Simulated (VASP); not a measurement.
Set up this calculation in VASP 6.6.1, as the native input.

```
Task                   : single point
Functional             : PBE
Potentials or basis    : VASP PAW PBE potentials, release 64 (Ag, Cl)
Cutoff                 : 520 eV
k mesh                 : 8 × 8 × 8
Occupations            : fermi-dirac, width 0.02 eV
Spin                   : no spin polarisation
Dipole correction      : no
Further INCAR settings : ALGO = Normal; EDIFF = 1e-06; NBANDS = 16
```

The structure of AgCl lies in POSCAR:

```
AgCl
1.0
    3.2254690775      0.0000000000      0.0000000000
    0.0000000000      3.2254690775      0.0000000000
    0.0000000000      0.0000000000      3.5518032843
Ag Cl
1 1
Direct
    0.0000000000      0.0000000000      0.0000000000
    0.5000000000      0.5000000000      0.5000000000
```

This cell differs from its parent crystal: epitaxial xy strain -5.0%.

One way to write it, as run:

INCAR

```
SYSTEM = AgCl
  PREC = Accurate
  ENCUT = 520
  EDIFF = 1E-6
  ISMEAR = -1
  SIGMA = 0.02
  LREAL = .False.
  LASPH = .True.
  NELM = 100
  ALGO = Normal
  ISIF = 2
  LWAVE = .False.
  LCHARG = .False.
  GGA = PE
  NBANDS = 16
```

KPOINTS

```
regular mesh
0
Gamma
  8 8 8
  0 0 0
```

Potentials or basis: VASP PAW PBE potentials, release 64 (Ag, Cl).

Command:

```console
$ cat potpaw_PBE.64/Ag/POTCAR potpaw_PBE.64/Cl/POTCAR > POTCAR
$ mpirun -np 1 vasp_std > vasp.out
```

Results of the run:

```yaml
Pressure: 5.2 GPa
Band_gap_on_the_k_mesh: 0.47 eV (least direct gap 1.99 eV)
```

Caveat: the cell differs from its parent crystal (epitaxial xy strain -5.0%); the cell stands under pressure.

Run time: 33 s on 1 thread of Intel Xeon 8259CL, with other jobs on the host, peak memory 0.17 GiB.
